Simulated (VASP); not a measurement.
## SiO2: single point with LDA

Crystal: SiO2.

```
Si O
1.0
     4.08040    0.00000    0.00000
     0.00000    4.08040    0.00000
     0.00000    0.00000    2.46970
Si O
2 4
Cartesian
  2.0402 2.0402 1.2349
  0.0000 0.0000 0.0000
  2.8335 2.8335 0.0000
  0.7933 3.2871 1.2349
  1.2469 1.2469 0.0000
  3.2871 0.7933 1.2349
```

```yaml
Program: VASP 6.6.1
Task: single point
Functional: LDA
Potentials_or_basis: VASP PAW LDA potentials, release 64 (Si, O)
Cutoff: 520 eV
k_mesh: 6 × 6 × 8
Occupations: gaussian, width 0.05 eV
Spin: no spin polarisation
```

```yaml
Pressure: 52.8 GPa
Largest_force: 0.860 eV/Å
Band_gap_on_the_k_mesh: 7.80 eV, direct
```

Forces in eV/Å, atoms in the order of the input:
```
Si   0.000  0.000  0.000
Si   0.000  0.000  0.000
O    0.608  0.608  0.000
O    0.608 -0.608  0.000
O   -0.608 -0.608  0.000
O   -0.608  0.608  0.000
```

Stress tensor (GPa, compression positive):
```
36.71  0.00  0.00
 0.00 36.71  0.00
 0.00  0.00 85.10
```

Levels at points of the mesh, in eV from the valence-band top:
```
           k point  band 12  band 13  band 14  band 15  band 16  band 17  band 18  band 19  band 20  band 21
(0.00, 0.00, 0.00)    -3.16    -2.30    -1.02    -1.02     0.00     7.80     8.11    10.27    10.27    11.01
(0.50, 0.00, 0.00)    -4.36    -2.66    -2.66    -1.26    -1.26     9.83     9.83    10.53    10.53    11.31
(0.50, 0.50, 0.00)    -3.29    -2.95    -2.95    -2.84    -2.84     9.29     9.29    11.58    11.58    13.59
(0.00, 0.00, 0.50)    -5.25    -3.58    -3.58    -3.18    -3.18    10.47    10.47    13.59    13.59    13.73
(0.50, 0.00, 0.50)    -4.64    -2.72    -2.72    -2.10    -2.10     9.63     9.63    10.63    10.63    12.56
(0.50, 0.50, 0.50)    -5.11    -2.14    -2.14    -1.85    -1.85     8.40     8.40    11.53    11.53    11.67
```

It took 16 s on 1 thread of Intel(R) Xeon(R) Platinum 8559C (Emerald Rapids) (shared host), peak memory 0.14 GiB.

A k mesh can miss the band edges. As with any semilocal functional, this LDA gap is likely too small.
